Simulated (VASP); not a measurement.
# MoS2 (P6_3/mmc) in VASP: a series of runs, part 2 of 2

VASP 6.6.1. Earlier steps stand in the parts before.

### Step 3. Single point, LDA+U, collinear spin

INCAR reads:

```
PREC = Accurate
ENCUT = 500
EDIFF = 1E-6
ISMEAR = 0
SIGMA = 0.05
LREAL = False
LASPH = True
NELM = 200
ALGO = Normal
ISIF = 2
LWAVE = False
LCHARG = False
ISPIN = 2
MAGMOM = 1 1 0 0 0 0
LORBIT = 11
NUPDOWN = 2.0
LMAXMIX = 4
LDAU = True
LDAUTYPE = 2
LDAUL = 2 -1
LDAUU = 4 0
LDAUJ = 0 0
LDAUPRINT = 1
NBANDS = 39
GGA_COMPAT = False
```

KPOINTS reads:

```
regular mesh
0
Gamma
  7 7 2
```

POSCAR reads:

```
MoS2
1.0
    3.1610015200      0.0000000000      0.0000000000
   -1.5805007600      2.7375076200      0.0000000000
    0.0000000000      0.0000000000     12.2949997000
Mo S
2 4
Direct
    0.3333333333      0.6666666667      0.2500000000
    0.6666666667      0.3333333333      0.7500000000
    0.3333333333      0.6666666667      0.6275000000
    0.6666666667      0.3333333333      0.1275000000
    0.3333333333      0.6666666667      0.8725000000
    0.6666666667      0.3333333333      0.3725000000
```

Potentials or basis: VASP PAW LDA potentials, release 64 (Mo_sv, S).

On the command line:

```console
cat potpaw_LDA.64/Mo_sv/POTCAR potpaw_LDA.64/S/POTCAR > POTCAR
mpirun -np 1 vasp_std > vasp.out
```

OUTCAR:

```text
PREC = Accurate
   ENCUT = 500
   EDIFF = 1E-6
   ISMEAR = 0
   LREAL = False
   LASPH = True
   NELM = 200
   ISIF = 2
   ISPIN = 2
   LORBIT = 11
   NUPDOWN = 2.0

 ion  position               nearest neighbor table
   1  0.333  0.667  0.250-   4 2.37   6 2.37   4 2.37   6 2.37   4 2.37   6 2.37
   2  0.667  0.333  0.750-   3 2.37   5 2.37   3 2.37   5 2.37   3 2.37   5 2.37
   3  0.333  0.667  0.627-   2 2.37   2 2.37   2 2.37
   4  0.667  0.333  0.127-   1 2.37   1 2.37   1 2.37
   5  0.333  0.667  0.873-   2 2.37   2 2.37   2 2.37
   6  0.667  0.333  0.373-   1 2.37   1 2.37   1 2.37

  LATTYP: Found a hexagonal cell.
 ALAT       =     3.1610015200
 C/A-ratio  =     3.8895899360

  Lattice vectors:

 A1 = (   3.1610015200,   0.0000000000,   0.0000000000)
 A2 = (  -1.5805007600,   2.7375076200,   0.0000000000)
 A3 = (   0.0000000000,   0.0000000000,  12.2949997000)

Analysis of symmetry for initial positions (statically):
=====================================================================
 Subroutine PRICEL returns:
 Original cell was already a primitive cell.

 Routine SETGRP: Setting up the symmetry group for a
 hexagonal supercell.

 Subroutine GETGRP returns: Found 24 space group operations
 (whereof 12 operations were pure point group operations)
 out of a pool of 24 trial point group operations.

The static configuration has the point symmetry D_3d.
 The point group associated with its full space group is D_6h.

Analysis of symmetry for dynamics (positions and initial velocities):
=====================================================================
 Subroutine PRICEL returns:
 Original cell was already a primitive cell.

 Routine SETGRP: Setting up the symmetry group for a
 hexagonal supercell.

 Subroutine GETGRP returns: Found 24 space group operations
 (whereof 12 operations were pure point group operations)
 out of a pool of 24 trial point group operations.
[... 240 lines left out ...]
 Fermi energy:         8.6147760635

 spin component 1

 k-point     1 :       0.0000    0.0000    0.0000
  band No.  band energies     occupation
      1     -54.0848      1.00000
      2     -54.0848      1.00000
      3     -28.4282      1.00000
      4     -28.4281      1.00000
      5     -28.2777      1.00000
      6     -28.2777      1.00000
[... 645 lines left out ...]
     37      15.0142      0.00000
     38      15.0142      0.00000
 Fermi energy:         6.7069939614

 spin component 2

 k-point     1 :       0.0000    0.0000    0.0000
  band No.  band energies     occupation
      1     -53.5584      1.00000
      2     -53.5584      1.00000
      3     -27.8072      1.00000
      4     -27.8072      1.00000
      5     -27.7547      1.00000
      6     -27.7547      1.00000
[... 645 lines left out ...]
     37      15.2393      0.00000
     38      15.2393      0.00000
 [bands above 38 left out]

------------------------ aborting loop because EDIFF is reached ----------------------------------------

  FORCE on cell =-STRESS in cart. coord.  units (eV):
  Direction    XX          YY          ZZ          XY          YZ          ZX
  --------------------------------------------------------------------------------------
  -------------------------------------------------------------------------------------
  Total        6.0334097      6.0334097      5.7818925      0.0000000      0.0000000      0.0000000
  in kB       90.8583474     90.8583475     87.0706989      0.0000000      0.0000000      0.0000000
  external PRESSURE =      89.5957979 kB  Pullay stress =       0.0000000 kB

 VOLUME and BASIS-vectors are now :
 -----------------------------------------------------------------------------
  energy-cutoff  :      500.00
  volume of cell :      106.39
      direct lattice vectors                 reciprocal lattice vectors
     3.161001520  0.000000000  0.000000000     0.316355432  0.182647893  0.000000000
    -1.580500760  2.737507620  0.000000000     0.000000000  0.365295787  0.000000000
     0.000000000  0.000000000 12.294999700     0.000000000  0.000000000  0.081333878

 POSITION                                       TOTAL-FORCE (eV/Angst)
 -----------------------------------------------------------------------------------
     -0.00000      1.82501      3.07375        -0.000000     -0.000000     -0.000000
      1.58050      0.91250      9.22125        -0.000000     -0.000000     -0.000000
     -0.00000      1.82501      7.71511         0.000000     -0.000000     -1.149748
      1.58050      0.91250      1.56761         0.000000     -0.000000     -1.149748
     -0.00000      1.82501     10.72739         0.000000      0.000000      1.149748
      1.58050      0.91250      4.57989        -0.000000     -0.000000      1.149748
 -----------------------------------------------------------------------------------
    total drift:                               -0.000000      0.000000     -0.000000

  FREE ENERGIE OF THE ION-ELECTRON SYSTEM (eV)
  ---------------------------------------------------
  free  energy   TOTEN  =       -37.4875027070 eV

  energy  without entropy=      -37.4834206014  energy(sigma->0) =      -37.48546165

 total charge

# of ion       s       p       d       tot
------------------------------------------
    1        2.320   6.248   3.979  12.546
    2        2.320   6.248   3.979  12.546
    3        1.361   2.368   0.000   3.729
    4        1.361   2.368   0.000   3.729
    5        1.361   2.368   0.000   3.729
    6        1.361   2.368   0.000   3.729
--------------------------------------------------
tot         10.082  21.967   7.959  40.008

 magnetization (x)

# of ion       s       p       d       tot
------------------------------------------
    1        0.013   0.006   0.876   0.895
    2        0.013   0.006   0.876   0.895
    3        0.002  -0.001   0.000   0.001
    4        0.002  -0.001   0.000   0.001
    5        0.002  -0.001   0.000   0.001
    6        0.002  -0.001   0.000   0.001
--------------------------------------------------
tot          0.035   0.007   1.752   1.794
```

OSZICAR:

```text
N       E                     dE             d eps       ncg     rms          rms(c)
DAV:   1     0.456734490785E+03    0.45673E+03   -0.27999E+04  2704   0.123E+03
DAV:   2    -0.174594252687E+02   -0.47419E+03   -0.45683E+03  2880   0.348E+02
DAV:   3    -0.400160273384E+02   -0.22557E+02   -0.22074E+02  3026   0.709E+01
DAV:   4    -0.403878298877E+02   -0.37180E+00   -0.37126E+00  2987   0.939E+00
DAV:   5    -0.403944811148E+02   -0.66512E-02   -0.66497E-02  3053   0.125E+00    0.378E+01
DAV:   6    -0.381622911105E+02    0.22322E+01   -0.12307E+01  2885   0.223E+01    0.135E+01
DAV:   7    -0.377860170505E+02    0.37627E+00   -0.40356E+00  2808   0.144E+01    0.109E+01
DAV:   8    -0.374976138556E+02    0.28840E+00   -0.53565E-01  3012   0.455E+00    0.405E+00
DAV:   9    -0.374891786715E+02    0.84352E-02   -0.13766E-01  2925   0.196E+00    0.117E+00
DAV:  10    -0.374867090939E+02    0.24696E-02   -0.17798E-02  2856   0.872E-01    0.339E-01
DAV:  11    -0.374871970757E+02   -0.48798E-03   -0.34515E-03  2959   0.286E-01    0.228E-01
DAV:  12    -0.374873517059E+02   -0.15463E-03   -0.21197E-04  2915   0.741E-02    0.135E-01
DAV:  13    -0.374874798772E+02   -0.12817E-03   -0.30255E-04  2928   0.830E-02    0.681E-02
DAV:  14    -0.374875020111E+02   -0.22134E-04   -0.60717E-05  2904   0.345E-02    0.185E-02
DAV:  15    -0.374875027070E+02   -0.69591E-06   -0.25266E-06  2324   0.960E-03
   1 F= -.37487503E+02 E0= -.37485462E+02  d E =-.408211E-02  mag=     2.0000
```

It took 3.1 min on 1 thread of Intel Xeon 8259CL, shared host; peak memory 0.25 GiB.

Results:

- Free energy: -37.4875 eV
- Pressure: 9.0 GPa
- Largest force: 1.150 eV/Å
- Net moment: 2.00 μB per cell
- Site moments: Mo +0.90; S +0.00 μB
- Valence electrons inside the program's atomic spheres: Mo 12.55; S 3.73

Forces on the atoms (eV/Å):
```
Mo   0.000  0.000  0.000
Mo   0.000  0.000  0.000
S    0.000  0.000 -1.150
S    0.000  0.000 -1.150
S    0.000  0.000  1.150
S    0.000  0.000  1.150
```

Eigenvalues of the final occupation matrices:
```
    site  spin  trace               eigenvalues
site 1 d     1   2.46  0.40 0.40 0.47 0.47 0.72
site 1 d     2   1.58  0.23 0.30 0.30 0.37 0.37
site 2 d     1   2.46  0.40 0.40 0.47 0.47 0.72
site 2 d     2   1.58  0.23 0.30 0.30 0.37 0.37
```

Caveat: the cell stands under pressure; the total moment is fixed, so each spin has its own Fermi level; forces of over 1 eV/Å act on the atoms, so gaps and moduli don't describe the material at rest.
